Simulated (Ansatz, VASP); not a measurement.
**Two plane-wave programs on Ga**

```
Ga
1.0
     2.71648    0.00000    0.00000
     0.00000    2.71648    0.00000
     0.00000    0.00000    2.71648
Ga
1
Cartesian
  0.0000 0.0000 0.0000
```

Alike in both runs: task single point; functional PBE; k mesh 6 × 6 × 6; occupations gaussian, width 0.1 eV; no spin polarisation.

|  | VASP | Ansatz |
| --- | --- | --- |
| version | VASP 6.6.1 | Ansatz 0.2.0 |
| potentials or method | VASP PAW PBE potentials, release 64 (Ga_d), cutoff 520 eV | scalar-relativistic, plane waves, PAW |
| valence electrons in the cell | 13 | 13 |

```csv
,VASP,Ansatz,Ansatz less VASP
gap on the k mesh at the Fermi level (eV),none,none,-
pressure (GPa),0.6,0.5,-0.08
```

A gap of «none» marks a metal or a gap that the smearing closes.

The k mesh is coarse, so the values compare programs but aren't converged.
